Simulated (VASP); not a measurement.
# SiGe in VASP: single point with r2SCAN

Aim: the single point of SiGe with r2SCAN.

Program: VASP 6.6.1. These are calculated values, not measurements. Logs are shortened: lines on timing, memory, paths and dates and some standing lists are left out, and cuts for length are marked.

### Step 1. The cell of the first run

The cell holds a sublattice, 2 atoms: a = 4.334 Å, b = 4.334 Å, c = 4.532 Å, α = 90.00°, β = 90.00°, γ = 120.00°.

### Step 2. Single point, r2SCAN, collinear spin

POSCAR

```
SiGe
1.0
    4.3342355826      0.0000000000      0.0000000000
   -2.1671177913      3.7535581205      0.0000000000
    0.0000000000      0.0000000000      4.5315480000
Si Ge
1 1
Direct
    0.3333333300      0.6666666700      0.5000000000
    0.0000000000      0.0000000000      0.5000000000
```

INCAR.step1

```
ALGO     = Normal         # electronic algorithm
EDIFF    = 1E-5           # SCF threshold, eV
ENCUT    = 450            # plane-wave cutoff, eV
GGA      = PE             # functional
GGA_COMPAT= False        
ISMEAR   = 0              # smearing method
ISPIN    = 2              # spin polarisation
LASPH    = True           # aspherical terms in the spheres
LCHARG   = False          # write CHGCAR
LREAL    = False          # projectors in reciprocal space
LWAVE    = True           # write WAVECAR
MAGMOM   = 1 1            # initial moments
NBANDS   = 20             # bands
NELM     = 200            # most SCF steps
PREC     = Accurate       # precision mode
SIGMA    = 0.1            # smearing width, eV
```

INCAR.step2

```
ALGO     = Normal         # electronic algorithm
EDIFF    = 1E-6           # SCF threshold, eV
ENCUT    = 450            # plane-wave cutoff, eV
GGA_COMPAT= False        
ISIF     = 2              # what is computed and relaxed
ISMEAR   = 0              # smearing method
ISPIN    = 2              # spin polarisation
ISTART   = 1            
LASPH    = True           # aspherical terms in the spheres
LCHARG   = False          # write CHGCAR
LMIXTAU  = True         
LORBIT   = 11             # projections on sites
LREAL    = False          # projectors in reciprocal space
LWAVE    = False          # write WAVECAR
MAGMOM   = 1 1            # initial moments
METAGGA  = R2SCAN         # meta-GGA
NBANDS   = 20             # bands
NELM     = 200            # most SCF steps
PREC     = Accurate       # precision mode
SIGMA    = 0.1            # smearing width, eV
```

KPOINTS

```
k-points
0
Gamma
  9 9 8
```

Potentials or basis: VASP PAW PBE potentials, release 64 (Si, Ge_d).

Started as:

```
cat potpaw_PBE.64/Si/POTCAR potpaw_PBE.64/Ge_d/POTCAR > POTCAR
cp INCAR.step1 INCAR
mpirun -np 1 vasp_std > vasp.out
cp INCAR.step2 INCAR
mpirun -np 1 vasp_std > vasp.out
```

OUTCAR:

```text
EDIFF = 1E-6
   ENCUT = 450
   ISIF = 2
   ISMEAR = 0
   ISPIN = 2
   ISTART = 1
   LASPH = True
   LORBIT = 11
   LREAL = False
   METAGGA = R2SCAN
   NELM = 200
   PREC = Accurate

 ion  position               nearest neighbor table
   1  0.333  0.667  0.500-   2 2.50   2 2.50   2 2.50
   2  0.000  0.000  0.500-   1 2.50   1 2.50   1 2.50

  LATTYP: Found a hexagonal cell.
 ALAT       =     4.3342355826
 C/A-ratio  =     1.0455241561

  Lattice vectors:

 A1 = (   4.3342355826,   0.0000000000,   0.0000000000)
 A2 = (  -2.1671177913,   3.7535581205,   0.0000000000)
 A3 = (   0.0000000000,   0.0000000000,   4.5315480000)

Analysis of symmetry for initial positions (statically):
=====================================================================
 Subroutine PRICEL returns:
 Original cell was already a primitive cell.

 Routine SETGRP: Setting up the symmetry group for a
 hexagonal supercell.

 Subroutine GETGRP returns: Found 12 space group operations
 (whereof 12 operations were pure point group operations)
 out of a pool of 24 trial point group operations.

The static configuration has the point symmetry D_3h.

Analysis of symmetry for dynamics (positions and initial velocities):
=====================================================================
 Subroutine PRICEL returns:
 Original cell was already a primitive cell.

 Routine SETGRP: Setting up the symmetry group for a
 hexagonal supercell.

 Subroutine GETGRP returns: Found 12 space group operations
 (whereof 12 operations were pure point group operations)
 out of a pool of 24 trial point group operations.

The dynamic configuration has the point symmetry D_3h.

Analysis of structural, dynamic, and magnetic symmetry:
=====================================================================
 Subroutine PRICEL returns:
 Original cell was already a primitive cell.

 Routine SETGRP: Setting up the symmetry group for a
 hexagonal supercell.

 Subroutine GETGRP returns: Found 12 space group operations
 (whereof 12 operations were pure point group operations)
 out of a pool of 24 trial point group operations.

The overall configuration has the point symmetry D_3h.

 Subroutine INISYM returns: Found 12 space group operations
 (whereof 12 operations are pure point group operations),
 and found     1 'primitive' translations

----------------------------------------------------------------------------------------
[... 115 lines left out ...]
  Fermi-wavevector in a.u.,A,eV,Ry     =   1.023210  1.933587 14.244747  1.046959
  Thomas-Fermi vector in A             =   2.156932
   LORBIT       =     11    0 simple, 1 ext, 2 COOP (PROOUT), +10 PAW based schemes
   METAGGA = R2SCAN    functional components
   LHFCALC =     F    Hartree Fock is set to
   AEXX    =    0.0000 exact exchange contribution
   IVDW    =     0    specifies the selected vdW correction
   LEPSILON=     F    determine dielectric tensor
   LRPA    =     F    only Hartree local field effects (RPA)
 spin polarized calculation
 Gauss-broadening in eV      SIGMA  =   0.10
  energy-cutoff  :      450.00
  volume of cell :       73.72
 maximum number of plane-waves:      1648
 NGX is ok and might be reduce to    30
   NGX = 15   NGY = 15   NGZ = 15

 number of electron      17.9999991 magnetization      -0.0000004

 number of electron      17.9999991 magnetization       0.0000004

 Free energy of the ion-electron system (eV)
  ---------------------------------------------------
  ext. energy  EPLUGINS =         0.00000000
  ---------------------------------------------------
  free energy    TOTEN  =       -20.66686227 eV

  energy without entropy =      -20.66318068  energy(sigma->0) =      -20.66502147

 E-fermi :   1.3079     XC(G=0):  -7.8459

 val. band max:        1.2742304851   @ k =   0.4444   0.1111   0.1250
 cond. band min:       1.3449288728   @ k =   0.4444  -0.0000   0.0000
 fundamental gap:      0.0706983876
 Fermi energy:         1.3079232681

 spin component 1

 k-point     1 :       0.0000    0.0000    0.0000
  band No.  band energies     occupation
      1     -24.2266      1.00000
      2     -24.2044      1.00000
      3     -24.2044      1.00000
      4     -24.2020      1.00000
      5     -24.2020      1.00000
      6      -9.8580      1.00000
[... 541 lines left out ...]
     19      14.4182      0.00000
     20      15.2980      0.00000

 [... further k-points ...]

 spin component 2

 k-point     1 :       0.0000    0.0000    0.0000
  band No.  band energies     occupation
      1     -24.2266      1.00000
      2     -24.2044      1.00000
      3     -24.2044      1.00000
      4     -24.2020      1.00000
      5     -24.2020      1.00000
      6      -9.8580      1.00000
[... 541 lines left out ...]
     19      14.4182      0.00000
     20      15.2980      0.00000

 [... further k-points ...]

------------------------ aborting loop because EDIFF is reached ----------------------------------------

  FORCE on cell =-STRESS in cart. coord.  units (eV):
  Direction    XX          YY          ZZ          XY          YZ          ZX
  --------------------------------------------------------------------------------------
  -------------------------------------------------------------------------------------
  Total       -4.8951332     -4.8951332     -0.2297536      0.0000000      0.0000000      0.0000000
  in kB     -106.3831525   -106.3831525     -4.9931047      0.0000000      0.0000000      0.0000000
  external PRESSURE =     -72.5864699 kB  Pullay stress =       0.0000000 kB

 VOLUME and BASIS-vectors are now :
 -----------------------------------------------------------------------------
  energy-cutoff  :      450.00
  volume of cell :       73.72
      direct lattice vectors                 reciprocal lattice vectors
     4.334235583  0.000000000  0.000000000     0.230721192  0.133206942  0.000000000
    -2.167117791  3.753558121  0.000000000     0.000000000  0.266413885  0.000000000
     0.000000000  0.000000000  4.531548000     0.000000000  0.000000000  0.220675142

 POSITION                                       TOTAL-FORCE (eV/Angst)
 -----------------------------------------------------------------------------------
     -0.00000      2.50237      2.26577         0.000000     -0.000000      0.000000
      0.00000      0.00000      2.26577        -0.000000      0.000000      0.000000
 -----------------------------------------------------------------------------------
    total drift:                               -0.000001      0.000001      0.000000

  FREE ENERGIE OF THE ION-ELECTRON SYSTEM (eV)
  ---------------------------------------------------
  free  energy   TOTEN  =       -20.6668622659 eV

  energy  without entropy=      -20.6631806767  energy(sigma->0) =      -20.66502147

 total charge

# of ion       s       p       d       tot
------------------------------------------
    1        0.801   0.754   0.000   1.555
    2        1.140   1.092   9.989  12.221
--------------------------------------------------
tot          1.941   1.845   9.989  13.776

 magnetization (x)

# of ion       s       p       d       tot
------------------------------------------
    1        0.000   0.000   0.000   0.000
    2       -0.000  -0.000   0.000  -0.000
--------------------------------------------------
tot          0.000  -0.000   0.000   0.000
```

OUTCAR.step1:

```text
EDIFF = 1E-5
   ENCUT = 450
   GGA = PE
   ISMEAR = 0
   ISPIN = 2
[... 1349 lines left out ...]
 -----------------------------------------------------------------------------------
     -0.00000      2.50237      2.26577         0.000000      0.000000      0.000000
      0.00000      0.00000      2.26577        -0.000000      0.000000      0.000000
 -----------------------------------------------------------------------------------
    total drift:                               -0.000002      0.000001      0.000000

  FREE ENERGIE OF THE ION-ELECTRON SYSTEM (eV)
  ---------------------------------------------------
  free  energy   TOTEN  =        -8.2264018597 eV

  energy  without entropy=       -8.2236140564  energy(sigma->0) =       -8.22500796
```

It took 7.3 min on 1 thread of Oxide Virtual Turin-like, shared host; peak memory 0.24 GiB.

What came out:

```yaml
Free_energy: -20.6669 eV
Pressure: -7.3 GPa
Band_gap_on_the_k_mesh: zero (filled and empty bands overlap)
Net_moment: 0.00 μB per cell
Valence_electrons_inside_the_program's_atomic_spheres: Si 1.55; Ge 12.22
```

Stress tensor (GPa, compression positive):
```
-10.64   0.00   0.00
  0.00 -10.64   0.00
  0.00   0.00  -0.50
```

Caveat: the PAW data sets were made with another functional, which shifts forces and pressure a little.

The gap in the log of VASP goes by the Fermi energy; the results here count the filled bands.